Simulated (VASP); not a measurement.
# CuAu: single point with PBE

The system is CuAu.

```
Cu Au
1.0
     2.87666    0.00000    0.00000
     0.00000    2.87666    0.00000
     0.00000    0.00000    3.62759
Cu Au
1 1
Cartesian
  1.4383 1.4383 1.8138
  0.0000 0.0000 0.0000
```

```
Program             : VASP 6.6.1
Task                : single point
Functional          : PBE
Potentials or basis : VASP PAW PBE potentials, release 64 (Cu, Au)
Cutoff              : 520 eV
k mesh              : 14 × 14 × 12
Occupations         : fermi-dirac, width 0.15 eV
Spin                : no spin polarisation
```

```
Pressure               : 0.0 GPa
Band gap on the k mesh : zero (bands 11 and 12 overlap by 7.05 eV)
```

Levels at points of the mesh, in eV from the Fermi level:
```
           k point  band 7  band 8  band 9  band 10  band 11  band 12  band 13  band 14  band 15  band 16
(0.00, 0.00, 0.00)   -2.65   -2.04   -1.66    -1.46    -1.46     2.71     8.45     9.43     9.43    15.99
(0.50, 0.00, 0.00)   -2.87   -2.86   -2.36    -2.16    -0.95    -0.40     9.76     9.77    11.43    11.63
(0.50, 0.50, 0.00)   -1.69   -1.66   -1.33    -1.33     0.54     0.54     4.58     6.39    10.32    11.78
(0.00, 0.00, 0.50)   -3.06   -2.79   -2.30    -2.30    -2.19    -1.97    13.96    14.12    14.12    14.70
(0.50, 0.00, 0.50)   -1.92   -1.73   -1.53    -1.49    -0.89    -0.89     2.48     4.32    15.49    15.55
(0.50, 0.50, 0.50)   -3.04   -2.06   -1.79    -1.66     5.07     5.43     5.43     5.62     6.63     7.01
```

Run time: 100 s on 1 thread of Intel(R) Xeon(R) Platinum 8488C (Sapphire Rapids), on a shared host, peak memory 0.26 GiB.

Caveat: spin-orbit coupling is left out, which moves the levels of the heavy elements.
